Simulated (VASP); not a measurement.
Set up this calculation in VASP 6.6.1, as the native input.

```yaml
Task: single point
Functional: r2SCAN
Dispersion: rVV10
Potentials_or_basis: VASP PAW PBE potentials, release 64 (Sb, P, Pb_d)
Cutoff: 520 eV
k_mesh: 6 × 6 × 2
Occupations: fermi-dirac, width 0.03 eV
Spin: no spin polarisation
Dipole_correction: no
Further_INCAR_settings: ALGO = Normal; EDIFF = 1e-07; NBANDS = 33
```

Crystal: Sb3PPb2.

```
CELL_PARAMETERS angstrom
3.81182 0.00000 0.00000
0.00000 3.81182 0.00000
0.00000 0.00000 11.06558
ATOMIC_POSITIONS crystal
Sb 0.50000 0.50000 0.12456
Sb 0.50000 0.50000 0.50000
Sb 0.50000 0.50000 0.87544
P 0.00000 0.00000 0.00000
Pb 0.00000 0.00000 0.33517
Pb 0.00000 0.00000 0.66483
```

One way to write it, as run:

POSCAR

```
Sb3PPb2
1.0
    3.8118190350      0.0000000000      0.0000000000
    0.0000000000      3.8118190350      0.0000000000
    0.0000000000      0.0000000000     11.0655779269
Sb P Pb
3 1 2
Direct
    0.5000000000      0.5000000000      0.1245614612
    0.5000000000      0.5000000000      0.5000000000
    0.5000000000      0.5000000000      0.8754385388
    0.0000000000      0.0000000000      0.0000000000
    0.0000000000      0.0000000000      0.3351695517
    0.0000000000      0.0000000000      0.6648304483
```

INCAR.step1

```
SYSTEM = Sb3PPb2
  ALGO = Normal
  EDIFF = 1E-4
  ENCUT = 520
  GGA = PE
  ISMEAR = -1
  LASPH = .TRUE.
  LCHARG = .FALSE.
  LREAL = .FALSE.
  LWAVE = .TRUE.
  NBANDS = 33
  NELM = 60
  PREC = Accurate
  SIGMA = 0.03
```

INCAR.step2

```
SYSTEM = Sb3PPb2
  ALGO = Normal
  BPARAM = 11.95
  CPARAM = 0.0093
  EDIFF = 1E-7
  ENCUT = 520
  ISIF = 2
  ISMEAR = -1
  ISTART = 1
  IVDW_NL = 2
  LASPH = .TRUE.
  LCHARG = .TRUE.
  LELF = .TRUE.
  LMIXTAU = .TRUE.
  LREAL = .FALSE.
  LUSE_VDW = .TRUE.
  LVHAR = .TRUE.
  LWAVE = .FALSE.
  METAGGA = R2SCAN
  NBANDS = 33
  NELM = 60
  PREC = Accurate
  SIGMA = 0.03
```

KPOINTS

```
k-points
0
G
  6 6 2
  0 0 0
```

Potentials or basis: VASP PAW PBE potentials, release 64 (Sb, P, Pb_d).

The run is started by

```sh
$ cat potpaw_PBE.64/Sb/POTCAR potpaw_PBE.64/P/POTCAR potpaw_PBE.64/Pb_d/POTCAR > POTCAR
$ cp INCAR.step1 INCAR
$ mpirun -np 1 vasp_std > vasp.out
$ cp INCAR.step2 INCAR
$ mpirun -np 1 vasp_std > vasp.out
```

Results of the run:

```
Pressure               : 0.2 GPa
Largest force          : 0.043 eV/Å
Band gap on the k mesh : zero (bands 24 and 25 overlap by 2.38 eV)
```

Caveat: the PAW data sets were made with another functional, which shifts forces and pressure a little; spin-orbit coupling is left out, which moves the levels of the heavy elements.

It took 7.6 min on 1 thread of Oxide Virtual Turin-like Processor, with other jobs on the host, peak memory 0.53 GiB.
